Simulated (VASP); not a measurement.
# RuC2 (P6/mmm) in VASP: notebook

RuC2 is run at these levels: PBE; tasks: single point, relaxation of cell and atoms.

All numbers are computed with VASP 6.6.1; they aren't measurements. Logs are shortened: lines on timing, memory, paths and dates and some standing lists are left out, and cuts for length are marked.

## Step 1: The cell of the first run

Symmetry: P6/mmm, No. 191, hexagonal system. Conventional cell: a = 2.488 Å, b = 2.488 Å, c = 8.276 Å, α = 90.00°, β = 90.00°, γ = 120.00°. Within 3.3 Å of Ru (site symmetry 6/mmm) lie 6 Ru at 2.49 Å. C (site symmetry -6m2) has 3 C at 1.44 Å within 1.9 Å.

## Step 2: Single point, PBE

The input, INCAR:

```
SYSTEM = RuC2
PREC = Accurate
ENCUT = 520
EDIFF = 1E-7
ISMEAR = 0
SIGMA = 0.1
LREAL = .FALSE.
LASPH = .TRUE.
NELM = 100
ALGO = Normal
ISIF = 2
LWAVE = .FALSE.
LCHARG = .TRUE.
GGA = PE
LELF = .TRUE.
LVHAR = .TRUE.
NBANDS = 18
```

The input, KPOINTS:

```
regular mesh
0
G
  6 6 6
  0 0 0
```

The input, POSCAR:

```
RuC2
1.0
    2.4875079832      0.0000000000      0.0000000000
   -1.2437539916      2.1542451055      0.0000000000
    0.0000000000      0.0000000000      8.2762632804
Ru C
1 2
Direct
    0.0000000000      0.0000000000      0.0000000000
    0.3333333333      0.6666666667      0.5000000000
    0.6666666667      0.3333333333      0.5000000000
```

Potentials or basis: VASP PAW PBE potentials, release 64 (Ru_pv, C).

Launch:

```bash
cat potpaw_PBE.64/Ru_pv/POTCAR potpaw_PBE.64/C/POTCAR > POTCAR
mpirun -np 1 vasp_std > vasp.out
```

OUTCAR:

```text
SYSTEM = RuC2
   PREC = Accurate
   ENCUT = 520
   EDIFF = 1E-7
   ISMEAR = 0
   LREAL = .FALSE.
   LASPH = .TRUE.
   NELM = 100
   ISIF = 2
   GGA = PE

 ion  position               nearest neighbor table
   1  0.000  0.000  0.000-
   2  0.333  0.667  0.500-   3 1.44   3 1.44   3 1.44
   3  0.667  0.333  0.500-   2 1.44   2 1.44   2 1.44

  LATTYP: Found a hexagonal cell.
 ALAT       =     2.4875079832
 C/A-ratio  =     3.3271303394

  Lattice vectors:

 A1 = (   2.4875079832,   0.0000000000,   0.0000000000)
 A2 = (  -1.2437539916,   2.1542451055,   0.0000000000)
 A3 = (   0.0000000000,   0.0000000000,   8.2762632804)

Analysis of symmetry for initial positions (statically):
=====================================================================
 Subroutine PRICEL returns:
 Original cell was already a primitive cell.

 Routine SETGRP: Setting up the symmetry group for a
 hexagonal supercell.

 Subroutine GETGRP returns: Found 24 space group operations
 (whereof 24 operations were pure point group operations)
 out of a pool of 24 trial point group operations.

The static configuration has the point symmetry D_6h.

Analysis of symmetry for dynamics (positions and initial velocities):
=====================================================================
 Subroutine PRICEL returns:
 Original cell was already a primitive cell.

 Routine SETGRP: Setting up the symmetry group for a
 hexagonal supercell.

 Subroutine GETGRP returns: Found 24 space group operations
 (whereof 24 operations were pure point group operations)
 out of a pool of 24 trial point group operations.

The dynamic configuration has the point symmetry D_6h.

 Subroutine INISYM returns: Found 24 space group operations
 (whereof 24 operations are pure point group operations),
 and found     1 'primitive' translations

----------------------------------------------------------------------------------------

                                     Primitive cell

  volume of cell :      44.3500

  direct lattice vectors                    reciprocal lattice vectors
     2.487507983  0.000000000  0.000000000     0.402008760  0.232099866  0.000000000
    -1.243753992  2.154245105  0.000000000     0.000000000  0.464199732  0.000000000
     0.000000000  0.000000000  8.276263280     0.000000000  0.000000000  0.120827476

  length of vectors
     2.487507983  2.487507983  8.276263280     0.464199732  0.464199732  0.120827476

  position of ions in fractional coordinates (direct lattice)
     0.000000000  0.000000000  0.000000000
     0.333333333  0.666666667  0.500000000
     0.666666667  0.333333333  0.500000000

  ion indices of the primitive-cell ions
   primitive index   ion index
                 1           1
                 2           2
                 3           3

----------------------------------------------------------------------------------------

 KPOINTS: regular mesh

Automatic generation of k-mesh.
 Grid dimensions read from file:
 generate k-points for:    6    6    6

 Generating k-lattice:

  Cartesian coordinates                     Fractional coordinates (reciprocal lattice)
     0.067001460  0.038683311  0.000000000     0.166666667 -0.000000000  0.000000000
     0.000000000  0.077366622  0.000000000     0.000000000  0.166666667  0.000000000
     0.000000000  0.000000000  0.020137913     0.000000000  0.000000000  0.166666667

  Length of vectors
     0.077366622  0.077366622  0.020137913

  Shift w.r.t. Gamma in fractional coordinates (k-lattice)
     0.000000000  0.000000000  0.000000000

 Subroutine IBZKPT returns following result:
 ===========================================

 Found     28 irreducible k-points:

 Following reciprocal coordinates:
            Coordinates               Weight
  0.000000  0.000000  0.000000      1.000000
  0.166667  0.000000  0.000000      6.000000
  0.333333  0.000000  0.000000      6.000000
  0.500000  0.000000  0.000000      3.000000
  0.166667  0.166667  0.000000      6.000000
  0.333333  0.166667  0.000000     12.000000
[... 16 lines left out ...]
  0.166667  0.000000  0.500000      6.000000
  0.333333  0.000000  0.500000      6.000000
 [... further k-points ...]
   k-points           NKPTS =     28   k-points in BZ     NKDIM =     28   number of bands    NBANDS=     18
   number of dos      NEDOS =    301   number of ions     NIONS =      3
   total plane-waves  NPLWV =  25600
   dimension x,y,z NGX =    20 NGY =   20 NGZ =   64
   dimension x,y,z NGXF=    40 NGYF=   40 NGZF=  128
   ions per type =               1   2
   NGX,Y,Z   is equivalent  to a cutoff of  13.37, 13.37, 12.86 a.u.
   NGXF,Y,Z  is equivalent  to a cutoff of  26.73, 26.73, 25.71 a.u.
 SYSTEM =  RuC2
   PREC   = accura    normal or accurate (medium, high low for compatibility)
   ISTART =      0    job   : 0-new  1-cont  2-samecut
   ICHARG =      2    charge: 1-file 2-atom 10-const
   ISPIN  =      1    spin polarized calculation?
   LNONCOLLINEAR =      F non collinear calculations
   LSORBIT =      F    spin-orbit coupling
   LASPH  =      T    aspherical Exc in radial PAW
   ENCUT  =  520.0 eV  38.22 Ry    6.18 a.u.   4.63  4.63 15.39*2*pi/ulx,y,z
   NELM   =    100;   NELMIN=  2; NELMDL= -5     # of ELM steps
   EDIFF  = 0.1E-06   stopping-criterion for ELM
   LREAL  =      F    real-space projection
   EDIFFG = 0.1E-05   stopping-criterion for IOM
   NSW    =      0    number of steps for IOM
   IBRION =     -1    ionic relax: 0-MD 1-quasi-New 2-CG
   NFREE  =      0    steps in history (QN), initial steepest desc. (CG)
   ISIF   =      2    stress and relaxation
   ISYM   =      2    0-nonsym 1-usesym 2-fastsym
   POTIM  = 0.5000    time-step for ionic-motion
   TEBEG  =    0.0;   TEEND  =   0.0 temperature during run
   PSTRESS=    0.0 pullay stress
   NELECT =      22.0000    total number of electrons
   NUPDOWN=      -1.0000    fix difference up-down
   EMIN   =  10.00;   EMAX   =-10.00  energy-range for DOS
   EFERMI =   0.00;   METHOD = LEGACY
   ISMEAR =     0;   SIGMA  =   0.10  broadening in eV -4-tet -1-fermi 0-gaus
   EFERMI_NEDOS =   21; number of points for ismear=-14 and -15
   IALGO  =     38    algorithm
   IMIX   =      4    mixing-type and parameters
     AMIX     =   0.40;   BMIX     =  1.00
     AMIX_MAG =   1.60;   BMIX_MAG =  1.00
  volume/ion in A,a.u.               =      14.78        99.76
  Fermi-wavevector in a.u.,A,eV,Ry     =   1.295939  2.448969 22.850398  1.679457
  Thomas-Fermi vector in A             =   2.427427
   LORBIT       =      0    0 simple, 1 ext, 2 COOP (PROOUT), +10 PAW based schemes
   GGA     = PE    functional components
   LHFCALC =     F    Hartree Fock is set to
   AEXX    =    0.0000 exact exchange contribution
   IVDW    =     0    specifies the selected vdW correction
   LEPSILON=     F    determine dielectric tensor
   LRPA    =     F    only Hartree local field effects (RPA)
 non-spin polarized calculation
 Gauss-broadening in eV      SIGMA  =   0.10
  energy-cutoff  :      520.00
  volume of cell :       44.35
 maximum number of plane-waves:      1218
 NGX is ok and might be reduce to    20
   NGX =  9   NGY =  9   NGZ = 31

 number of electron      22.0000001 magnetization

 Free energy of the ion-electron system (eV)
  ---------------------------------------------------
  ext. energy  EPLUGINS =         0.00000000
  ---------------------------------------------------
  free energy    TOTEN  =       -25.39305811 eV

  energy without entropy =      -25.36956264  energy(sigma->0) =      -25.38131037

 E-fermi :   4.4423     XC(G=0):  -9.7792

 val. band max:        4.4308507875   @ k =   0.3333   0.3333   0.0000
 cond. band min:       4.4642606348   @ k =   0.3333   0.3333   0.5000
 fundamental gap:      0.0334098473
 Fermi energy:         4.4422709650

 k-point     1 :       0.0000    0.0000    0.0000
  band No.  band energies     occupation
      1     -38.2888      2.00000
      2     -37.6696      2.00000
      3     -37.6696      2.00000
      4     -14.8719      2.00000
      5      -2.9909      2.00000
      6      -1.8438      2.00000
[... 10 lines left out ...]
     17      12.5700      0.00000
     18      15.0377      0.00000

 k-point     2 :       0.1667    0.0000    0.0000
  band No.  band energies     occupation
      1     -38.2272      2.00000
      2     -38.0920      2.00000
      3     -37.7658      2.00000
      4     -14.2282      2.00000
      5      -2.2315      2.00000
      6      -0.8926      2.00000
[... 10 lines left out ...]
     17      13.5597      0.00000
     18      15.0393      0.00000

 k-point     3 :       0.3333    0.0000    0.0000
  band No.  band energies     occupation
      1     -38.8940      2.00000
      2     -38.1024      2.00000
      3     -37.9541      2.00000
      4     -12.3310      2.00000
      5      -5.1282      2.00000
      6      -1.3038      2.00000
[... 10 lines left out ...]
     17      13.1603      0.00000
     18      15.4655      0.00000

 k-point     4 :       0.5000    0.0000    0.0000
  band No.  band energies     occupation
      1     -39.2762      2.00000
      2     -38.0464      2.00000
      3     -38.0392      2.00000
      4      -9.7537      2.00000
      5      -8.6374      2.00000
      6      -1.9238      2.00000
[... 375 lines left out ...]
      4     -14.8719      2.00000
      5      -3.0230      2.00000
      6      -1.8156      2.00000
[... 10 lines left out ...]
     17      12.5698      0.00000
     18      12.9067      0.00000

 k-point    23 :       0.1667    0.0000    0.5000
  band No.  band energies     occupation
      1     -38.2272      2.00000
      2     -38.0920      2.00000
      3     -37.7658      2.00000
      4     -14.2282      2.00000
      5      -2.2533      2.00000
      6      -0.8926      2.00000
[... 10 lines left out ...]
     17      13.6372      0.00000
     18      13.6603      0.00000

 k-point    24 :       0.3333    0.0000    0.5000
  band No.  band energies     occupation
      1     -38.8940      2.00000
      2     -38.1024      2.00000
      3     -37.9541      2.00000
      4     -12.3309      2.00000
      5      -5.1283      2.00000
      6      -1.3038      2.00000
[... 10 lines left out ...]
     17      15.2216      0.00000
     18      15.4657      0.00000

 [... further k-points ...]
[... 5 lines left out ...]
  --------------------------------------------------------------------------------------
  -------------------------------------------------------------------------------------
  Total        0.0830080      0.0830080      0.0384000      0.0000000      0.0000000      0.0000000
  in kB        2.9987241      2.9987241      1.3872283      0.0000000      0.0000000      0.0000000
  external PRESSURE =       2.4615588 kB  Pullay stress =       0.0000000 kB

 VOLUME and BASIS-vectors are now :
 -----------------------------------------------------------------------------
  energy-cutoff  :      520.00
  volume of cell :       44.35
      direct lattice vectors                 reciprocal lattice vectors
     2.487507983  0.000000000  0.000000000     0.402008760  0.232099866  0.000000000
    -1.243753992  2.154245105  0.000000000     0.000000000  0.464199732  0.000000000
     0.000000000  0.000000000  8.276263280     0.000000000  0.000000000  0.120827476

 POSITION                                       TOTAL-FORCE (eV/Angst)
 -----------------------------------------------------------------------------------
      0.00000      0.00000      0.00000        -0.000000      0.000000      0.000000
     -0.00000      1.43616      4.13813        -0.000000      0.000000      0.000000
      1.24375      0.71808      4.13813         0.000000     -0.000000     -0.000000
 -----------------------------------------------------------------------------------
    total drift:                               -0.000000      0.000000      0.000000

  FREE ENERGIE OF THE ION-ELECTRON SYSTEM (eV)
  ---------------------------------------------------
  free  energy   TOTEN  =       -25.3930581086 eV

  energy  without entropy=      -25.3695626401  energy(sigma->0) =      -25.38131037
```

Run time: 22 s. Hardware: 1 thread of Intel Xeon 6975P-C, shared host; peak memory 0.17 GiB.

What came out:

```
Free energy            : -25.3931 eV
Pressure               : 0.2 GPa
Band gap on the k mesh : zero (band 11 reaches 4.88 eV, above the bottom of band 12 at 3.22 eV)
```

Caveat: the k points lie up to 0.49 Å⁻¹ apart.

(Continued in part 2 of 2.)
